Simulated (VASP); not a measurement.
# CuMo (P4/mmm) in VASP: further runs, part 2 of 2

VASP 6.6.1. Earlier steps stand in the parts before.

## Step 3: Single point, PBE

This run uses another cell than the first one, of 16.03 Å³/atom.

INCAR reads:

```
SYSTEM = CuMo
  ALGO = Fast
  EDIFF = 1E-6
  ENCUT = 520
  GGA = PE
  ISIF = 2
  ISMEAR = 0
  LASPH = .TRUE.
  LCHARG = .FALSE.
  LREAL = .FALSE.
  LWAVE = .FALSE.
  NBANDS = 20
  NELM = 80
  PREC = Accurate
  SIGMA = 0.1
```

KPOINTS reads:

```
k-points
0
G
  6 6 4
  0 0 0
```

POSCAR reads:

```
CuMo
1.0
    2.8362955100      0.0000000000      0.0000000000
    0.0000000000      2.8362955100      0.0000000000
    0.0000000000      0.0000000000      3.9862893400
Cu Mo
1 1
Direct
    0.0000000000      0.0000000000      0.0000000000
    0.5000000000      0.5000000000      0.5000000000
```

Potentials or basis: VASP PAW PBE potentials, release 64 (Cu, Mo_sv).

Command:

```console
$ cat potpaw_PBE.64/Cu/POTCAR potpaw_PBE.64/Mo_sv/POTCAR > POTCAR
$ mpirun -np 1 vasp_std > vasp.out
```

OUTCAR:

```text
SYSTEM = CuMo
   EDIFF = 1E-6
   ENCUT = 520
   GGA = PE
   ISIF = 2
   ISMEAR = 0
   LASPH = .TRUE.
   LREAL = .FALSE.
   NELM = 80
   PREC = Accurate

 ion  position               nearest neighbor table
   1  0.000  0.000  0.000-   2 2.83   2 2.83   2 2.83   2 2.83   2 2.83   2 2.83   2 2.83   2 2.83

   2  0.500  0.500  0.500-   1 2.83   1 2.83   1 2.83   1 2.83   1 2.83   1 2.83   1 2.83   1 2.83

  LATTYP: Found a simple tetragonal cell.
 ALAT       =     2.8362955100
 C/A-ratio  =     1.4054562812

  Lattice vectors:

 A1 = (   2.8362955100,   0.0000000000,   0.0000000000)
 A2 = (   0.0000000000,   2.8362955100,   0.0000000000)
 A3 = (   0.0000000000,   0.0000000000,   3.9862893400)

Analysis of symmetry for initial positions (statically):
=====================================================================
 Subroutine PRICEL returns:
 Original cell was already a primitive cell.

 Routine SETGRP: Setting up the symmetry group for a
 simple tetragonal supercell.

 Subroutine GETGRP returns: Found 16 space group operations
 (whereof 16 operations were pure point group operations)
 out of a pool of 16 trial point group operations.

The static configuration has the point symmetry D_4h.

Analysis of symmetry for dynamics (positions and initial velocities):
=====================================================================
 Subroutine PRICEL returns:
 Original cell was already a primitive cell.

 Routine SETGRP: Setting up the symmetry group for a
 simple tetragonal supercell.

 Subroutine GETGRP returns: Found 16 space group operations
 (whereof 16 operations were pure point group operations)
 out of a pool of 16 trial point group operations.

The dynamic configuration has the point symmetry D_4h.

 Subroutine INISYM returns: Found 16 space group operations
 (whereof 16 operations are pure point group operations),
 and found     1 'primitive' translations

----------------------------------------------------------------------------------------

                                     Primitive cell

  volume of cell :      32.0680

  direct lattice vectors                    reciprocal lattice vectors
     2.836295510  0.000000000  0.000000000     0.352572571  0.000000000  0.000000000
     0.000000000  2.836295510  0.000000000     0.000000000  0.352572571  0.000000000
     0.000000000  0.000000000  3.986289340     0.000000000  0.000000000  0.250859864

  length of vectors
     2.836295510  2.836295510  3.986289340     0.352572571  0.352572571  0.250859864

  position of ions in fractional coordinates (direct lattice)
     0.000000000  0.000000000  0.000000000
     0.500000000  0.500000000  0.500000000

  ion indices of the primitive-cell ions
   primitive index   ion index
                 1           1
                 2           2

----------------------------------------------------------------------------------------

 KPOINTS: k-points

Automatic generation of k-mesh.
 Grid dimensions read from file:
 generate k-points for:    6    6    4

 Generating k-lattice:

  Cartesian coordinates                     Fractional coordinates (reciprocal lattice)
     0.058762095  0.000000000  0.000000000     0.166666667  0.000000000  0.000000000
     0.000000000  0.058762095  0.000000000     0.000000000  0.166666667  0.000000000
     0.000000000  0.000000000  0.062714966     0.000000000  0.000000000  0.250000000

  Length of vectors
     0.058762095  0.058762095  0.062714966

  Shift w.r.t. Gamma in fractional coordinates (k-lattice)
     0.000000000  0.000000000  0.000000000

 Subroutine IBZKPT returns following result:
 ===========================================

 Found     30 irreducible k-points:

 Following reciprocal coordinates:
            Coordinates               Weight
  0.000000  0.000000  0.000000      1.000000
  0.166667  0.000000  0.000000      4.000000
  0.333333  0.000000  0.000000      4.000000
  0.500000  0.000000  0.000000      2.000000
  0.166667  0.166667  0.000000      4.000000
  0.333333  0.166667  0.000000      8.000000
[... 16 lines left out ...]
  0.333333  0.000000  0.500000      4.000000
  0.500000  0.000000  0.500000      2.000000
 [... further k-points ...]
   k-points           NKPTS =     30   k-points in BZ     NKDIM =     30   number of bands    NBANDS=     20
   number of dos      NEDOS =    301   number of ions     NIONS =      2
   total plane-waves  NPLWV =  17280
   dimension x,y,z NGX =    24 NGY =   24 NGZ =   30
   dimension x,y,z NGXF=    48 NGYF=   48 NGZF=   60
   ions per type =               1   1
   NGX,Y,Z   is equivalent  to a cutoff of  14.07, 14.07, 12.51 a.u.
   NGXF,Y,Z  is equivalent  to a cutoff of  28.13, 28.13, 25.02 a.u.
 SYSTEM =  CuMo
   PREC   = accura    normal or accurate (medium, high low for compatibility)
   ISTART =      0    job   : 0-new  1-cont  2-samecut
   ICHARG =      2    charge: 1-file 2-atom 10-const
   ISPIN  =      1    spin polarized calculation?
   LNONCOLLINEAR =      F non collinear calculations
   LSORBIT =      F    spin-orbit coupling
   LASPH  =      T    aspherical Exc in radial PAW
   ENCUT  =  520.0 eV  38.22 Ry    6.18 a.u.   5.27  5.27  7.41*2*pi/ulx,y,z
   NELM   =     80;   NELMIN=  2; NELMDL= -5     # of ELM steps
   EDIFF  = 0.1E-05   stopping-criterion for ELM
   LREAL  =      F    real-space projection
   EDIFFG = 0.1E-04   stopping-criterion for IOM
   NSW    =      0    number of steps for IOM
   IBRION =     -1    ionic relax: 0-MD 1-quasi-New 2-CG
   NFREE  =      0    steps in history (QN), initial steepest desc. (CG)
   ISIF   =      2    stress and relaxation
   ISYM   =      2    0-nonsym 1-usesym 2-fastsym
   POTIM  = 0.5000    time-step for ionic-motion
   TEBEG  =    0.0;   TEEND  =   0.0 temperature during run
   PSTRESS=    0.0 pullay stress
   NELECT =      25.0000    total number of electrons
   NUPDOWN=      -1.0000    fix difference up-down
   EMIN   =  10.00;   EMAX   =-10.00  energy-range for DOS
   EFERMI =   0.00;   METHOD = LEGACY
   ISMEAR =     0;   SIGMA  =   0.10  broadening in eV -4-tet -1-fermi 0-gaus
   EFERMI_NEDOS =   21; number of points for ismear=-14 and -15
   IALGO  =     68    algorithm
   IMIX   =      4    mixing-type and parameters
     AMIX     =   0.40;   BMIX     =  1.00
     AMIX_MAG =   1.60;   BMIX_MAG =  1.00
  volume/ion in A,a.u.               =      16.03       108.20
  Fermi-wavevector in a.u.,A,eV,Ry     =   1.506714  2.847277 30.887783  2.270188
  Thomas-Fermi vector in A             =   2.617395
   LORBIT       =      0    0 simple, 1 ext, 2 COOP (PROOUT), +10 PAW based schemes
   GGA     = PE    functional components
   LHFCALC =     F    Hartree Fock is set to
   AEXX    =    0.0000 exact exchange contribution
   IVDW    =     0    specifies the selected vdW correction
   LEPSILON=     F    determine dielectric tensor
   LRPA    =     F    only Hartree local field effects (RPA)
 non-spin polarized calculation
 RMM-DIIS sequential band-by-band and
 Gauss-broadening in eV      SIGMA  =   0.10
  energy-cutoff  :      520.00
  volume of cell :       32.07
 maximum number of plane-waves:       888
 NGX is ok and might be reduce to    24
   NGX = 11   NGY = 11   NGZ = 15

 number of electron      25.0000013 magnetization

 Free energy of the ion-electron system (eV)
  ---------------------------------------------------
  ext. energy  EPLUGINS =         0.00000000
  ---------------------------------------------------
  free energy    TOTEN  =       -13.83308122 eV

  energy without entropy =      -13.82025950  energy(sigma->0) =      -13.82667036

 E-fermi :   8.1500     XC(G=0): -12.2398

 val. band max:        8.1198698497   @ k =   0.5000   0.0000   0.5000
 cond. band min:       8.1566825563   @ k =   0.3333   0.0000   0.2500
 fundamental gap:      0.0368127066
 Fermi energy:         8.1499623274

 k-point     1 :       0.0000    0.0000    0.0000
  band No.  band energies     occupation
      1     -52.8311      2.00000
      2     -26.9108      2.00000
      3     -26.4914      2.00000
      4     -26.4914      2.00000
      5       0.8859      2.00000
      6       3.9698      2.00000
[... 12 lines left out ...]
     19      19.2949      0.00000
     20      24.2137      0.00000
[... 507 lines left out ...]
 k-point    24 :       0.5000    0.0000    0.5000
  band No.  band energies     occupation
      1     -52.7594      2.00000
      2     -27.1497      2.00000
      3     -26.8540      2.00000
      4     -26.4321      2.00000
      5       3.4030      2.00000
      6       4.2146      2.00000
[... 12 lines left out ...]
     19      23.2344      0.00000
     20      23.7196      0.00000

 [... further k-points ...]

------------------------ aborting loop because EDIFF is reached ----------------------------------------

  FORCE on cell =-STRESS in cart. coord.  units (eV):
  Direction    XX          YY          ZZ          XY          YZ          ZX
  --------------------------------------------------------------------------------------
  -------------------------------------------------------------------------------------
  Total       -4.9181996     -4.9181996     -3.3478829      0.0000000      0.0000000      0.0000000
  in kB     -245.7225203   -245.7225203   -167.2665377      0.0000000      0.0000000      0.0000000
  external PRESSURE =    -219.5705261 kB  Pullay stress =       0.0000000 kB

 VOLUME and BASIS-vectors are now :
 -----------------------------------------------------------------------------
  energy-cutoff  :      520.00
  volume of cell :       32.07
      direct lattice vectors                 reciprocal lattice vectors
     2.836295510  0.000000000  0.000000000     0.352572571  0.000000000  0.000000000
     0.000000000  2.836295510  0.000000000     0.000000000  0.352572571  0.000000000
     0.000000000  0.000000000  3.986289340     0.000000000  0.000000000  0.250859864

 POSITION                                       TOTAL-FORCE (eV/Angst)
 -----------------------------------------------------------------------------------
      0.00000      0.00000      0.00000         0.000000      0.000000      0.000000
      1.41815      1.41815      1.99314         0.000000      0.000000      0.000000
 -----------------------------------------------------------------------------------
    total drift:                                0.000000      0.000000     -0.000000

  FREE ENERGIE OF THE ION-ELECTRON SYSTEM (eV)
  ---------------------------------------------------
  free  energy   TOTEN  =       -13.8330812235 eV

  energy  without entropy=      -13.8202595018  energy(sigma->0) =      -13.82667036
```

OSZICAR:

```text
N       E                     dE             d eps       ncg     rms          rms(c)
DAV:   1     0.212387907426E+03    0.21239E+03   -0.13961E+04  1308   0.171E+03
DAV:   2    -0.660505269514E+01   -0.21899E+03   -0.21175E+03  1256   0.407E+02
DAV:   3    -0.158333374881E+02   -0.92283E+01   -0.88722E+01  1436   0.888E+01
DAV:   4    -0.160094899144E+02   -0.17615E+00   -0.17565E+00  1356   0.118E+01
DAV:   5    -0.160128991647E+02   -0.34093E-02   -0.34091E-02  1624   0.178E+00    0.151E+01
RMM:   6    -0.176558385836E+02   -0.16429E+01   -0.22477E+01  1453   0.594E+01    0.127E+01
RMM:   7    -0.138471542100E+02    0.38087E+01   -0.63391E+00  1359   0.347E+01    0.201E+00
RMM:   8    -0.138491878710E+02   -0.20337E-02   -0.68843E-01  1348   0.917E+00    0.154E+00
RMM:   9    -0.138652011002E+02   -0.16013E-01   -0.12591E-01  1389   0.451E+00    0.150E+00
RMM:  10    -0.138425880636E+02    0.22613E-01   -0.33091E-02  1494   0.234E+00    0.715E-01
RMM:  11    -0.138378747595E+02    0.47133E-02   -0.16540E-02  1493   0.890E-01    0.680E-01
RMM:  12    -0.138330191109E+02    0.48556E-02   -0.97904E-03  1490   0.134E+00    0.966E-02
RMM:  13    -0.138330981190E+02   -0.79008E-04   -0.12817E-03  1580   0.240E-01    0.473E-02
RMM:  14    -0.138330865444E+02    0.11575E-04   -0.18589E-04  1613   0.113E-01    0.324E-02
RMM:  15    -0.138330856550E+02    0.88945E-06   -0.77893E-05  1364   0.101E-01    0.249E-02
RMM:  16    -0.138330811957E+02    0.44593E-05   -0.13019E-05  1272   0.464E-02    0.703E-03
RMM:  17    -0.138330812235E+02   -0.27809E-07   -0.39386E-06  1047   0.150E-02
   1 F= -.13833081E+02 E0= -.13826670E+02  d E =-.128217E-01
```

stdout:

```text
POSCAR found type information on POSCAR CuMo
 POSCAR found :  2 types and       2 ions
 scaLAPACK will be used
 LDA part: xc-table for (Slater+PW92), standard interpolation
 POSCAR, INCAR and KPOINTS ok, starting setup
 FFT: planning ... GRIDC
 FFT: planning ... GRID_SOFT
 FFT: planning ... GRID
 WAVECAR not read
 entering main loop
```

It took 10 s on 1 thread of Intel Xeon 6975P-C (Granite Rapids), shared host; peak memory 0.14 GiB.

What came out:

* Free energy: -13.8331 eV
* Pressure: -22.0 GPa
* Band gap on the k mesh: zero (an odd number of electrons rules out a gap without spin polarisation)

Stress tensor (GPa, compression positive):
```
-24.57   0.00   0.00
  0.00 -24.57   0.00
  0.00   0.00 -16.73
```

Levels at points of the mesh, in eV from the Fermi level:
```
           k point  band 9  band 10  band 11  band 12  band 13  band 14  band 15  band 16
(0.00, 0.00, 0.00)   -2.56    -2.07    -1.94    -1.02     1.90     1.90     2.42     2.82
(0.50, 0.00, 0.00)   -2.41    -2.29    -2.27    -1.72    -0.51     0.58     1.84     5.25
(0.50, 0.50, 0.00)   -1.73    -1.26     0.49     0.49     1.21     2.29     2.29     4.33
(0.00, 0.00, 0.50)   -2.49    -2.36    -2.36    -2.05     0.05     1.12     1.12     2.78
(0.50, 0.00, 0.50)   -2.54    -1.48    -1.40    -0.03     0.72     1.06     1.86     2.00
(0.50, 0.50, 0.50)   -2.32    -2.32    -2.31    -1.73     1.58     4.33     4.97     7.51
```

Caveat: the k points lie up to 0.39 Å⁻¹ apart, too coarse for converged energies and pressures of a metal.

## Step 4: Relaxation of cell and atoms, PBE

This run uses another cell than the first one, of 16.03 Å³/atom.

INCAR reads:

```
  ALGO = Fast
  EDIFF = 1E-7
  EDIFFG = -0.04
  ENCUT = 600
  GGA = PE
  IBRION = 2
  ISIF = 3
  ISMEAR = 0
  LASPH = T
  LCHARG = F
  LREAL = F
  LWAVE = F
  NELM = 60
  NSW = 90
  PREC = Accurate
  SIGMA = 0.1
```

KPOINTS reads:

```
k-points
0
Gamma
  6 6 4
```

POSCAR is that of step 3.

Command:

```console
$ cat potpaw_PBE.64/Cu/POTCAR potpaw_PBE.64/Mo_sv/POTCAR > POTCAR
$ mpirun -np 1 vasp_std > vasp.out
```

It took 1.7 min on 1 thread of Intel Xeon 6975P-C (Granite Rapids), shared host; peak memory 0.17 GiB.

It converged, with:

```yaml
Free_energy: -14.3096 eV
Relaxed_volume: 13.86 Å³/atom
Relaxed_cell: a = 2.564 Å, b = 2.564 Å, c = 4.216 Å, α = 90.00°, β = 90.00°, γ = 90.00°
Space_group_after_relaxing_to_0.1_Å: P4/mmm (No. 123)
Pressure_after_relaxing: 0.0 GPa
Band_gap_on_the_k_mesh: zero (an odd number of electrons rules out a gap without spin polarisation)
```

Stress tensor (GPa, compression positive):
```
 0.04  0.00  0.00
 0.00  0.04  0.00
 0.00  0.00 -0.06
```

Final structure:
```
Cu Mo
1.0
     2.56415    0.00000    0.00000
     0.00000    2.56415    0.00000
     0.00000    0.00000    4.21609
Cu Mo
1 1
Direct
  0.00000 0.00000 0.00000
  0.50000 0.50000 0.50000
```

Levels at points of the mesh, in eV from the Fermi level:
| k point | band 8 | band 9 | band 10 | band 11 | band 12 | band 13 | band 14 | band 15 | band 16 |
| --- | --- | --- | --- | --- | --- | --- | --- | --- | --- |
| (0.00, 0.00, 0.00) | -3.08 | -2.66 | -2.66 | -2.09 | -1.90 | 0.92 | 2.72 | 2.72 | 4.41 |
| (0.50, 0.00, 0.00) | -3.42 | -3.17 | -2.64 | -2.41 | -2.30 | 0.30 | 1.06 | 2.98 | 6.81 |
| (0.50, 0.50, 0.00) | -4.41 | -1.66 | -1.61 | 0.09 | 0.09 | 2.01 | 3.42 | 3.42 | 6.75 |
| (0.00, 0.00, 0.50) | -3.75 | -3.11 | -2.50 | -2.50 | -2.08 | -1.39 | 2.18 | 2.18 | 4.40 |
| (0.50, 0.00, 0.50) | -2.72 | -2.54 | -2.33 | -1.26 | -0.32 | 1.23 | 1.31 | 2.14 | 3.10 |
| (0.50, 0.50, 0.50) | -3.37 | -2.65 | -2.55 | -2.55 | -1.66 | 1.87 | 6.62 | 6.75 | 8.26 |

Caveat: the k points lie up to 0.41 Å⁻¹ apart in the final cell, too coarse for converged energies and pressures of a metal.

## Step 5: Overview

| task | cell | cutoff (eV) | gap on the mesh (eV) | pressure (GPa) |
| --- | --- | --- | --- | --- |
| single point | a = 2.564, b = 2.564, c = 4.202 Å, 2 atoms | 520 | none | 0.7 |
| single point | a = 2.836, b = 2.836, c = 3.986 Å, 2 atoms | 520 | none | -22.0 |
| relaxation of cell and atoms | relaxed from a = 2.836, b = 2.836, c = 3.986 Å, 2 atoms | 600 | none | 0.0 |

Alike in all rows: level PBE; potentials or basis VASP PAW PBE potentials, release 64 (Cu, Mo_sv); no spin polarisation; k mesh 6 × 6 × 4; smearing gaussian 0.1 eV.

Caveats: all runs use coarse meshes.

Absolute energies hang on the potentials; compare differences alone.

The gap in the log of VASP goes by the Fermi energy; the results here count the filled bands.